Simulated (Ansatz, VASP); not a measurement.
# One calculation of CdSe, two programs

```
Cd Se
1.0
     4.34072    0.00000    0.00000
    -2.17036    3.75918    0.00000
     0.00000    0.00000    7.07665
Cd Se
2 2
Direct
  0.33333 0.66667 0.99952
  0.66667 0.33333 0.49952
  0.33333 0.66667 0.37548
  0.66667 0.33333 0.87548
```

Alike in both runs: task single point; functional PBE; k mesh 12 × 12 × 4; occupations fermi-dirac, width 0.02 eV; no spin polarisation.

```csv
,VASP,Ansatz
version,VASP 6.6.1,Ansatz 0.2.0
potentials or method,"VASP PAW PBE potentials, release 64 (Cd, Se)","plane waves, PAW"
plane-wave cutoff (eV),520,420
valence electrons in the cell,36,72
```

Ansatz gave:

```
pressure (GPa) : 1.4
```

Q: What did VASP give for the same quantities?

A: Pressure (GPa): 1.7.

The functional is the same, so the differences come from potentials, cutoffs and numerics. VASP's potentials hold 36 valence electrons a cell and Ansatz's 72, so a difference there can come from the potentials and not from the codes.
